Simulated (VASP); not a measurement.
**P: single point with PBE**

Crystal: P.

```
P
1.0
     0.00000    0.00000    2.44431
     4.88862    0.00000    0.00000
     0.00000    4.88862    0.00000
P
4
Direct
  0.00000 0.00000 0.00000
  0.00000 0.00000 0.50000
  0.00000 0.50000 0.00000
  0.00000 0.50000 0.50000
```

```json
{"Program": "VASP 6.6.1", "Task": "single point", "Functional": "PBE", "Potentials or basis": "VASP PAW PBE potentials, release 64 (P)", "Cutoff": "520 eV", "k mesh": "8 × 4 × 4", "Occupations": "gaussian, width 0.2 eV", "Spin": "no spin polarisation", "Dipole correction": "no", "Further INCAR settings": "ALGO = Normal; EDIFF = 1e-07; NBANDS = 18"}
```

```
Pressure               : -0.3 GPa
Band gap on the k mesh : zero (band 10 reaches 14.60 eV, above the bottom of band 11 at 6.70 eV)
```

Levels at points of the mesh, in eV from the Fermi level:
```tsv
k point	band 7	band 8	band 9	band 10	band 11	band 12	band 13	band 14
(0.00, 0.00, 0.00)	-5.20	-5.20	1.07	5.06	5.06	5.06	6.87	6.87
(0.50, 0.00, 0.00)	-5.20	-5.20	-2.12	-2.12	-2.12	-1.64	1.07	1.07
(0.00, 0.50, 0.00)	-3.01	-3.01	0.51	0.51	6.10	6.10	6.13	6.13
(0.50, 0.50, 0.00)	-4.04	-4.04	-4.04	-4.04	0.51	0.51	2.41	2.41
(0.00, 0.50, 0.50)	-2.41	-2.41	-1.02	-1.02	-1.02	-1.02	7.17	7.17
(0.50, 0.50, 0.50)	-6.11	-6.11	0.57	0.57	0.57	0.57	3.47	3.47
```

Wall time 9.3 s on 1 thread of Intel(R) Xeon(R) 6975P-C (Granite Rapids), on a shared host, peak memory 0.16 GiB.
